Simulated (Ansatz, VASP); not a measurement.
## ZnO in VASP and in Ansatz

Contents of INCAR:

```
SYSTEM = ZnO
PREC     = Accurate       ! precision mode
ENCUT    = 520            ! plane-wave cutoff, eV
EDIFF    = 1E-7           ! SCF threshold, eV
ISMEAR   = 0              ! smearing method
SIGMA    = 0.05           ! smearing width, eV
LREAL    = .FALSE.        ! projectors in reciprocal space
LASPH    = .TRUE.         ! aspherical terms in the spheres
NELM     = 80             ! most SCF steps
ALGO     = Normal         ! electronic algorithm
ISIF     = 2              ! what is computed and relaxed
LWAVE    = .FALSE.        ! write WAVECAR
LCHARG   = .FALSE.        ! write CHGCAR
NBANDS   = 26             ! bands
```

Contents of KPOINTS:

```
Automatic mesh
0
G
  12 12 6
  0 0 0
```

File POSCAR:

```
ZnO
1.0
    3.2770068899      0.0000000000      0.0000000000
   -1.6385034449      2.8379712150      0.0000000000
    0.0000000000      0.0000000000      4.8745477487
Zn O
2 2
Direct
    0.3333333333      0.6666666667      0.0018514197
    0.6666666667      0.3333333333      0.5018514197
    0.3333333333      0.6666666667      0.4028559245
    0.6666666667      0.3333333333      0.9028559245
```

Input for Ansatz:

```yaml
crystal:
  lattice:
    - [3.2770068899, 0.0, 0.0]
    - [-1.6385034449, 2.837971215, 0.0]
    - [0.0, 0.0, 4.8745477487]
  atoms:
    - { symbol: Zn, position: [0.3333333333, 0.6666666667, 0.0018514197] }
    - { symbol: Zn, position: [0.6666666667, 0.3333333333, 0.5018514197] }
    - { symbol: O, position: [0.3333333333, 0.6666666667, 0.4028559245] }
    - { symbol: O, position: [0.6666666667, 0.3333333333, 0.9028559245] }
basis:
  ecutwfc: 520.0
kpoints:
  mp_grid: { grid: [12, 12, 6] }
hamiltonian:
  xc: lda
  pseudopotentials: { kind: paw, azcp: { folder: soft_1 } }
scf:
  occupations: { method: gaussian, width: 0.05 }
output:
  forces: true
  stress: true
  eigenvalues: true
  write_density: true
  write_potential: true
  elf: true
  volumetric_format: npy
```

Alike in both runs: task single point; functional LDA; k mesh 12 × 12 × 6; occupations gaussian, width 0.05 eV; no spin polarisation.

|  | VASP | Ansatz |
| --- | --- | --- |
| version | VASP 6.6.1 | Ansatz 0.2.0 |
| potentials or method | VASP PAW LDA potentials, release 64 (Zn, O), cutoff 520 eV | scalar-relativistic, plane waves, PAW |
| valence electrons in the cell | 36 | 36 |

Ansatz gave:

```
gap on the k mesh at the Fermi level (eV)                     : 0.88
least direct gap on the mesh (eV)                             : 0.88
pressure (GPa)                                                : -0.8
traceless stress, the component that is largest in VASP (GPa) : 5.60
rms of the force components (eV/Å)                            : 0.030
```

Question: Estimate VASP's values.

Answer: gap on the k mesh at the Fermi level (eV): 0.89; least direct gap on the mesh (eV): 0.89; pressure (GPa): 0.5; traceless stress, the component that is largest in VASP (GPa): 5.66; rms of the force components (eV/Å): 0.040.

Ansatz warns that its potentials were made for another functional, while VASP's fit it. LDA's correlation is that of Perdew and Zunger in VASP and of Perdew and Wang (1992) in Ansatz. Atom by atom the forces differ by 0.010 eV/Å (rms over components).
